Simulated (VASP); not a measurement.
# ZnGaC4N4 (P-43m) in VASP: further runs, part 2 of 2

VASP 6.6.1.

**4. Single point, PBE**

This run uses another cell than the first one, of 20.49 Å³/atom.

Input file INCAR:

```
SYSTEM = ZnGaC4N4
ALGO     = Fast           ! electronic algorithm
EDIFF    = 1E-7           ! SCF threshold, eV
ENCUT    = 520            ! plane-wave cutoff, eV
GGA      = PE             ! functional
ISIF     = 2              ! what is computed and relaxed
ISMEAR   = 0              ! smearing method
LASPH    = .True.         ! aspherical terms in the spheres
LCHARG   = .True.         ! write CHGCAR
LELF     = .True.         ! ELF
LREAL    = .False.        ! projectors in reciprocal space
LVHAR    = .True.       
LWAVE    = .False.        ! write WAVECAR
NBANDS   = 42             ! bands
NELM     = 100            ! most SCF steps
PREC     = Accurate       ! precision mode
SIGMA    = 0.1            ! smearing width, eV
```

Input file KPOINTS:

```
k-points
0
Gamma
  6 6 6
  0 0 0
```

Input file POSCAR:

```
ZnGaC4N4
1.0
    5.8955822785      0.0000000000      0.0000000000
    0.0000000000      5.8955822785      0.0000000000
    0.0000000000      0.0000000000      5.8955822785
Zn Ga C N
1 1 4 4
Direct
    0.5000000000      0.5000000000      0.5000000000
    0.0000000000      0.0000000000      0.0000000000
    0.1929603387      0.1929603387      0.1929603387
    0.1929603387      0.8070396613      0.8070396613
    0.8070396613      0.1929603387      0.8070396613
    0.8070396613      0.8070396613      0.1929603387
    0.3076569444      0.3076569444      0.3076569444
    0.3076569444      0.6923430556      0.6923430556
    0.6923430556      0.3076569444      0.6923430556
    0.6923430556      0.6923430556      0.3076569444
```

Potentials or basis: VASP PAW PBE potentials, release 64 (Zn, Ga_d, C, N).

Started as:

```sh
> cat potpaw_PBE.64/Zn/POTCAR potpaw_PBE.64/Ga_d/POTCAR potpaw_PBE.64/C/POTCAR potpaw_PBE.64/N/POTCAR > POTCAR
> mpirun -np 1 vasp_std > vasp.out
```

OUTCAR:

```text
SYSTEM = ZnGaC4N4
   EDIFF = 1E-7
   ENCUT = 520
   GGA = PE
   ISIF = 2
   ISMEAR = 0
   LASPH = .True.
   LREAL = .False.
   NELM = 100
   PREC = Accurate

 ion  position               nearest neighbor table
   1  0.500  0.500  0.500-   7 1.96   8 1.96   9 1.96  10 1.96
   2  0.000  0.000  0.000-   3 1.97   4 1.97   5 1.97   6 1.97
   3  0.193  0.193  0.193-   7 1.17   2 1.97
   4  0.193  0.807  0.807-   8 1.17   2 1.97
   5  0.807  0.193  0.807-   9 1.17   2 1.97
   6  0.807  0.807  0.193-  10 1.17   2 1.97
   7  0.308  0.308  0.308-   3 1.17   1 1.96
   8  0.308  0.692  0.692-   4 1.17   1 1.96
   9  0.692  0.308  0.692-   5 1.17   1 1.96
  10  0.692  0.692  0.308-   6 1.17   1 1.96

  LATTYP: Found a simple cubic cell.
 ALAT       =     5.8955822785

  Lattice vectors:

 A1 = (   5.8955822785,   0.0000000000,   0.0000000000)
 A2 = (   0.0000000000,   5.8955822785,   0.0000000000)
 A3 = (   0.0000000000,   0.0000000000,   5.8955822785)

Analysis of symmetry for initial positions (statically):
[... 195 lines left out ...]
      1     -18.8771      2.00000
      2     -18.7361      2.00000
      3     -18.7361      2.00000
      4     -18.7361      2.00000
      5     -15.7032      2.00000
      6     -15.7032      2.00000
[... 889 lines left out ...]
     41       5.8958      0.00000
     42       6.0341      0.00000

------------------------ aborting loop because EDIFF is reached ----------------------------------------

  FORCE on cell =-STRESS in cart. coord.  units (eV):
  Direction    XX          YY          ZZ          XY          YZ          ZX
  --------------------------------------------------------------------------------------
  -------------------------------------------------------------------------------------
  Total        0.4959083      0.4959083      0.4959083      0.0000000     -0.0000000      0.0000000
  in kB        3.8773217      3.8773217      3.8773217      0.0000000     -0.0000000      0.0000000
  external PRESSURE =       3.8773217 kB  Pullay stress =       0.0000000 kB

 VOLUME and BASIS-vectors are now :
 -----------------------------------------------------------------------------
  energy-cutoff  :      520.00
  volume of cell :      204.92
      direct lattice vectors                 reciprocal lattice vectors
     5.895582279  0.000000000  0.000000000     0.169618530  0.000000000  0.000000000
     0.000000000  5.895582279  0.000000000     0.000000000  0.169618530  0.000000000
     0.000000000  0.000000000  5.895582279     0.000000000  0.000000000  0.169618530

 POSITION                                       TOTAL-FORCE (eV/Angst)
 -----------------------------------------------------------------------------------
      2.94779      2.94779      2.94779         0.000000      0.000000      0.000000
      0.00000      0.00000      0.00000         0.000000      0.000000      0.000000
      1.13761      1.13761      1.13761        -0.228187     -0.228187     -0.228187
      1.13761      4.75797      4.75797        -0.228187      0.228187      0.228187
      4.75797      1.13761      4.75797         0.228187     -0.228187      0.228187
      4.75797      4.75797      1.13761         0.228187      0.228187     -0.228187
      1.81382      1.81382      1.81382         0.192338      0.192338      0.192338
      1.81382      4.08177      4.08177         0.192338     -0.192338     -0.192338
      4.08177      1.81382      4.08177        -0.192338      0.192338     -0.192338
      4.08177      4.08177      1.81382        -0.192338     -0.192338      0.192338
 -----------------------------------------------------------------------------------
    total drift:                               -0.000000     -0.000000     -0.000000

  FREE ENERGIE OF THE ION-ELECTRON SYSTEM (eV)
  ---------------------------------------------------
  free  energy   TOTEN  =       -69.9638808850 eV

  energy  without entropy=      -69.9150742791  energy(sigma->0) =      -69.93947758
```

stdout:

```text
POSCAR found type information on POSCAR ZnGaC N
 POSCAR found :  4 types and      10 ions
 scaLAPACK will be used
 LDA part: xc-table for (Slater+PW92), standard interpolation
 POSCAR, INCAR and KPOINTS ok, starting setup
 FFT: planning ... GRIDC
 FFT: planning ... GRID_SOFT
 FFT: planning ... GRID
 WAVECAR not read
 entering main loop
WARNING in EDDRMM: call to ZHEGV failed, returncode =   8  4     29
```

Run time: 4.6 min. Hardware: 1 thread of Oxide Virtual Turin-like, shared host; peak memory 0.39 GiB.

Results:

```yaml
Free_energy: -69.9639 eV
Pressure: 0.4 GPa
Largest_force: 0.395 eV/Å
Band_gap_on_the_k_mesh: zero (an odd number of electrons rules out a gap without spin polarisation)
```

Forces in eV/Å, atoms in the order of the input:
```
Zn   0.000  0.000  0.000
Ga   0.000  0.000  0.000
C   -0.228 -0.228 -0.228
C   -0.228  0.228  0.228
C    0.228 -0.228  0.228
C    0.228  0.228 -0.228
N    0.192  0.192  0.192
N    0.192 -0.192 -0.192
N   -0.192  0.192 -0.192
N   -0.192 -0.192  0.192
```

Caveat: an odd number of electrons without spin polarisation forces a metal; a magnetic or distorted state may lie lower.

**5. Relaxation of cell and atoms, PBE**

Input file INCAR:

```
PREC = Accurate ; ENCUT = 600
EDIFF = 1E-6 ; ISMEAR = 0
SIGMA = 0.1 ; LREAL = F
LASPH = T ; NELM = 60
ALGO = Normal ; ISIF = 3
LWAVE = F ; LCHARG = F
GGA = PE ; IBRION = 2
NSW = 90 ; EDIFFG = -0.04
```

Input file KPOINTS:

```
Automatic mesh
0
Gamma
  4 4 4
```

Input file POSCAR:

```
ZnGaC4N4
1.0
    5.8583731800      0.0000000000      0.0000000000
    0.0000000000      5.8583731800      0.0000000000
    0.0000000000      0.0000000000      5.8583731800
Zn Ga C N
1 1 4 4
Direct
    0.5000000000      0.5000000000      0.5000000000
    0.0000000000      0.0000000000      0.0000000000
    0.1868532600      0.1868532600      0.1868532600
    0.1868532600      0.8131467400      0.8131467400
    0.8131467400      0.1868532600      0.8131467400
    0.8131467400      0.8131467400      0.1868532600
    0.3021582700      0.3021582700      0.3021582700
    0.3021582700      0.6978417300      0.6978417300
    0.6978417300      0.3021582700      0.6978417300
    0.6978417300      0.6978417300      0.3021582700
```

Started as:

```sh
> cat potpaw_PBE.64/Zn/POTCAR potpaw_PBE.64/Ga_d/POTCAR potpaw_PBE.64/C/POTCAR potpaw_PBE.64/N/POTCAR > POTCAR
> mpirun -np 1 vasp_std > vasp.out
```

Wall time 14 min (1 thread of Oxide Virtual Turin-like, shared host); peak memory 0.37 GiB.

Results (log left out):

```yaml
Free_energy: -69.9742 eV
Relaxed_volume: 20.47 Å³/atom
Relaxed_cell: a = 5.894 Å, b = 5.894 Å, c = 5.894 Å, α = 90.00°, β = 90.00°, γ = 90.00°
Space_group_after_relaxing_to_0.1_Å: P-43m (No. 215)
Energy_gained_by_relaxing: 20.6 meV/atom
Ionic_steps: 16
Pressure_after_relaxing: 0.1 GPa
Largest_force_after_relaxing: 0.023 eV/Å
Band_gap_on_the_k_mesh: zero (an odd number of electrons rules out a gap without spin polarisation)
```

Forces on the atoms (eV/Å):
```
Zn   0.000  0.000  0.000
Ga   0.000  0.000  0.000
C   -0.013 -0.013 -0.013
C   -0.013  0.013  0.013
C    0.013 -0.013  0.013
C    0.013  0.013 -0.013
N   -0.007 -0.007 -0.007
N   -0.007  0.007  0.007
N    0.007 -0.007  0.007
N    0.007  0.007 -0.007
```

Step by step:
```tsv
step	energy change (eV)	largest force (eV/Å)	pressure (GPa)	volume (Å³)
1	0.0000	0.9119	2.07	201.06
2	-0.1196	2.0479	-2.54	208.73
3	-0.1345	1.7267	-1.47	206.76
4	-0.1905	0.1983	-0.71	208.31
5	-0.1906	0.2617	-0.68	208.38
6	-0.1936	0.2066	-0.64	208.14
7	-0.2003	0.0680	-0.61	207.40
8	-0.2030	0.3012	-0.53	205.94
9	-0.2037	0.1907	-0.56	206.40
10	-0.2024	0.4530	0.22	205.39
11	-0.2047	0.0995	-0.25	205.99
12	-0.2055	0.0640	-0.18	205.57
13	-0.2059	0.0614	-0.03	204.82
14	-0.2059	0.1051	0.15	204.65
15	-0.2059	0.0485	0.06	204.74
16	-0.2061	0.0228	0.07	204.70
```

Final structure:
```
CELL_PARAMETERS angstrom
5.89352 0.00000 0.00000
0.00000 5.89352 0.00000
0.00000 0.00000 5.89352
ATOMIC_POSITIONS crystal
Zn 0.50000 0.50000 0.50000
Ga 0.00000 0.00000 0.00000
C 0.19272 0.19272 0.19272
C 0.19272 0.80728 0.80728
C 0.80728 0.19272 0.80728
C 0.80728 0.80728 0.19272
N 0.30773 0.30773 0.30773
N 0.30773 0.69227 0.69227
N 0.69227 0.30773 0.69227
N 0.69227 0.69227 0.30773
```

Levels at points of the mesh, in eV from the Fermi level:
```tsv
k point	band 26	band 27	band 28	band 29	band 30	band 31	band 32	band 33	band 34	band 35
(0.00, 0.00, 0.00)	-6.50	-6.50	-6.32	-6.32	-6.32	-0.08	-0.08	-0.08	0.72	0.72
(0.50, 0.00, 0.00)	-6.49	-6.41	-6.36	-5.94	-5.94	0.08	0.08	0.20	0.53	1.00
(0.50, 0.50, 0.00)	-6.46	-6.42	-6.29	-5.98	-5.98	0.22	0.40	0.40	0.43	1.15
(0.50, 0.50, 0.50)	-6.37	-6.37	-6.37	-6.37	-6.37	0.35	0.35	0.35	0.81	0.81
```

Caveat: an odd number of electrons without spin polarisation forces a metal; a magnetic or distorted state may lie lower.

**6. Relaxation of cell and atoms, PBE**

This run uses another cell than the first one, of 20.43 Å³/atom.

Input file INCAR:

```
PREC = Accurate ; ENCUT = 600
EDIFF = 1E-6 ; ISMEAR = 0
SIGMA = 0.1 ; LREAL = F
LASPH = T ; NELM = 80
ALGO = Fast ; ISIF = 3
LWAVE = F ; LCHARG = F
GGA = PE ; IBRION = 2
NSW = 100 ; EDIFFG = -0.01
```

Input file KPOINTS:

```
regular mesh
0
Gamma
  6 6 6
```

Input file POSCAR:

```
ZnGaC4N4
1.0
    5.8893628082      0.0000000000      0.0000000000
    0.0000000000      5.8893628082      0.0000000000
    0.0000000000      0.0000000000      5.8893628082
Zn Ga C N
1 1 4 4
Direct
    0.5000000000      0.5000000000      0.5000000000
    0.0000000000      0.0000000000      0.0000000000
    0.1927363932      0.1927363932      0.1927363932
    0.1927363932      0.8072636068      0.8072636068
    0.8072636068      0.1927363932      0.8072636068
    0.8072636068      0.8072636068      0.1927363932
    0.3075515623      0.3075515623      0.3075515623
    0.3075515623      0.6924484377      0.6924484377
    0.6924484377      0.3075515623      0.6924484377
    0.6924484377      0.6924484377      0.3075515623
```

Potentials or basis: VASP PAW PBE potentials, release 64 (Zn, Ga_d, C, N).

Started as:

```sh
> cat potpaw_PBE.64/Zn/POTCAR potpaw_PBE.64/Ga_d/POTCAR potpaw_PBE.64/C/POTCAR potpaw_PBE.64/N/POTCAR > POTCAR
> mpirun -np 1 vasp_std > vasp.out
```

OUTCAR:

```text
PREC = Accurate
   ENCUT = 600
   EDIFF = 1E-6
   ISMEAR = 0
   LREAL = F
   LASPH = T
   NELM = 80
   ISIF = 3
   GGA = PE
   IBRION = 2
   NSW = 100
   EDIFFG = -0.01

 ion  position               nearest neighbor table
   1  0.500  0.500  0.500-   7 1.96   8 1.96   9 1.96  10 1.96
   2  0.000  0.000  0.000-   3 1.97   4 1.97   5 1.97   6 1.97
   3  0.193  0.193  0.193-   7 1.17   2 1.97
   4  0.193  0.807  0.807-   8 1.17   2 1.97
   5  0.807  0.193  0.807-   9 1.17   2 1.97
   6  0.807  0.807  0.193-  10 1.17   2 1.97
   7  0.308  0.308  0.308-   3 1.17   1 1.96
   8  0.308  0.692  0.692-   4 1.17   1 1.96
   9  0.692  0.308  0.692-   5 1.17   1 1.96
  10  0.692  0.692  0.308-   6 1.17   1 1.96

  LATTYP: Found a simple cubic cell.
 ALAT       =     5.8893628082

  Lattice vectors:

 A1 = (   5.8893628082,   0.0000000000,   0.0000000000)
 A2 = (   0.0000000000,   5.8893628082,   0.0000000000)
 A3 = (   0.0000000000,   0.0000000000,   5.8893628082)

Analysis of symmetry for initial positions (statically):
=====================================================================
 Subroutine PRICEL returns:
 Original cell was already a primitive cell.

[... 171 lines left out ...]
   NGX = 23   NGY = 23   NGZ = 23

--------------------------------------- Ionic step        1  -------------------------------------------

 number of electron      60.9999981 magnetization

 Free energy of the ion-electron system (eV)
  ---------------------------------------------------
  ext. energy  EPLUGINS =         0.00000000
  ---------------------------------------------------
  free energy    TOTEN  =       -69.97601649 eV

  energy without entropy =      -69.92735537  energy(sigma->0) =      -69.95168593

------------------------ aborting loop because EDIFF is reached ----------------------------------------

  FORCE on cell =-STRESS in cart. coord.  units (eV):
  Direction    XX          YY          ZZ          XY          YZ          ZX
  --------------------------------------------------------------------------------------
  -------------------------------------------------------------------------------------
  Total        0.5874500      0.5874500      0.5874500      0.0000000      0.0000000      0.0000000
  in kB        4.6076189      4.6076189      4.6076189      0.0000000      0.0000000      0.0000000
  external PRESSURE =       4.6076189 kB  Pullay stress =       0.0000000 kB
[... 163 lines left out ...]
--------------------------------------- Ionic step        5  -------------------------------------------

 number of electron      60.9999980 magnetization

 Free energy of the ion-electron system (eV)
  ---------------------------------------------------
  ext. energy  EPLUGINS =         0.00000000
  ---------------------------------------------------
  free energy    TOTEN  =       -69.97799292 eV

  energy without entropy =      -69.92914178  energy(sigma->0) =      -69.95356735

 E-fermi :   1.8722     XC(G=0):  -7.1898

 val. band max:        1.8629145025   @ k =   0.1667   0.1667   0.0000
 cond. band min:       1.8908760569   @ k =   0.3333   0.3333   0.1667
 fundamental gap:      0.0279615545
 Fermi energy:         1.8722457571

 k-point     1 :       0.0000    0.0000    0.0000
  band No.  band energies     occupation
      1     -18.8493      2.00000
      2     -18.7067      2.00000
      3     -18.7067      2.00000
      4     -18.7067      2.00000
      5     -15.7053      2.00000
      6     -15.7053      2.00000
[... 806 lines left out ...]
  FREE ENERGIE OF THE ION-ELECTRON SYSTEM (eV)
  ---------------------------------------------------
  free  energy   TOTEN  =       -69.9779929229 eV

  energy  without entropy=      -69.9291417806  energy(sigma->0) =      -69.95356735

 reached required accuracy - stopping structural energy minimisation
```

OSZICAR:

```text
N       E                     dE             d eps       ncg     rms          rms(c)
DAV:   1     0.639854619685E+03    0.63985E+03   -0.29755E+04  1476   0.198E+03
[... 94 lines left out ...]
DAV:   1    -0.699797161940E+02   -0.19203E-02   -0.34328E-02  2056   0.272E+00    0.280E-01
RMM:   2    -0.699782316784E+02    0.14845E-02   -0.54832E-03  1618   0.646E-01    0.137E-01
RMM:   3    -0.699780364040E+02    0.19527E-03   -0.14765E-03  1697   0.230E-01    0.512E-02
RMM:   4    -0.699780019224E+02    0.34482E-04   -0.38572E-04  1687   0.121E-01    0.309E-02
RMM:   5    -0.699779982558E+02    0.36666E-05   -0.78054E-05  1825   0.612E-02    0.147E-02
RMM:   6    -0.699779929116E+02    0.53442E-05   -0.29118E-05  1756   0.314E-02    0.655E-03
RMM:   7    -0.699779929229E+02   -0.11351E-07   -0.76603E-06  1245   0.191E-02
   5 F= -.69977993E+02 E0= -.69953567E+02  d E =-.196956E-03
```

It took 28 min on 1 thread of Oxide Virtual Turin-like, shared host; peak memory 0.44 GiB.

What came out:

```yaml
Free_energy: -69.9780 eV
Relaxed_volume: 20.48 Å³/atom
Relaxed_cell: a = 5.895 Å, b = 5.895 Å, c = 5.895 Å, α = 90.00°, β = 90.00°, γ = 90.00°
Space_group_after_relaxing_to_0.1_Å: P-43m (No. 215)
Energy_gained_by_relaxing: 0.2 meV/atom
Ionic_steps: 5
Pressure_after_relaxing: 0.0 GPa
Largest_force_after_relaxing: 0.009 eV/Å
Band_gap_on_the_k_mesh: zero (an odd number of electrons rules out a gap without spin polarisation)
```

Forces on the atoms (eV/Å):
```
Zn   0.000  0.000  0.000
Ga   0.000  0.000  0.000
C    0.000  0.000  0.000
C    0.000  0.000  0.000
C    0.000  0.000  0.000
C    0.000  0.000  0.000
N   -0.005 -0.005 -0.005
N   -0.005  0.005  0.005
N    0.005 -0.005  0.005
N    0.005  0.005 -0.005
```

Step by step:
| step | energy change (eV) | largest force (eV/Å) | pressure (GPa) | volume (Å³) |
| --- | --- | --- | --- | --- |
| 1 | 0.0000 | 0.3149 | 0.46 | 204.27 |
| 2 | 0.1913 | 3.1416 | -3.19 | 206.01 |
| 3 | -0.0018 | 0.0224 | 0.11 | 204.42 |
| 4 | -0.0018 | 0.0157 | 0.13 | 204.41 |
| 5 | -0.0020 | 0.0092 | 0.02 | 204.83 |

Final structure:
```
CELL_PARAMETERS angstrom
5.89469 0.00000 0.00000
0.00000 5.89469 0.00000
0.00000 0.00000 5.89469
ATOMIC_POSITIONS crystal
Zn 0.50000 0.50000 0.50000
Ga 0.00000 0.00000 0.00000
C 0.19263 0.19263 0.19263
C 0.19263 0.80737 0.80737
C 0.80737 0.19263 0.80737
C 0.80737 0.80737 0.19263
N 0.30763 0.30763 0.30763
N 0.30763 0.69237 0.69237
N 0.69237 0.30763 0.69237
N 0.69237 0.69237 0.30763
```

Caveat: an odd number of electrons without spin polarisation forces a metal; a magnetic or distorted state may lie lower.

**7. Summary**

| task | cell | k mesh | cutoff (eV) | gap on the mesh (eV) | pressure (GPa) | relaxed volume (Å³/atom) | largest force (eV/Å) |
| --- | --- | --- | --- | --- | --- | --- | --- |
| single point | a = 5.858 Å, 10 atoms, atomic positions A | 4 × 4 × 4 | 520 | none | 2.2 | - | 0.93 |
| single point | a = 5.889 Å, 10 atoms, atomic positions B | 4 × 4 × 4 | 520 | none | 0.6 | - | 0.33 |
| single point | a = 5.896 Å, 10 atoms, atomic positions C | 6 × 6 × 6 | 520 | none | 0.4 | - | 0.40 |
| relaxation of cell and atoms | relaxed from a = 5.858 Å, 10 atoms, atomic positions A | 4 × 4 × 4 | 600 | none | 0.1 | 20.47 | 0.02 |
| relaxation of cell and atoms | relaxed from a = 5.889 Å, 10 atoms, atomic positions B | 6 × 6 × 6 | 600 | none | 0.0 | 20.48 | 0.01 |

Alike in all rows: level PBE; potentials or basis VASP PAW PBE potentials, release 64 (Zn, Ga_d, C, N); no spin polarisation; smearing gaussian 0.1 eV.

Caveats: an odd number of electrons without spin polarisation forces a metal; a magnetic or distorted state may lie lower.

Total energies depend on the potentials used, so only differences within one code and one set of settings carry meaning.

The gap in the log of VASP goes by the Fermi energy; the results here count the filled bands.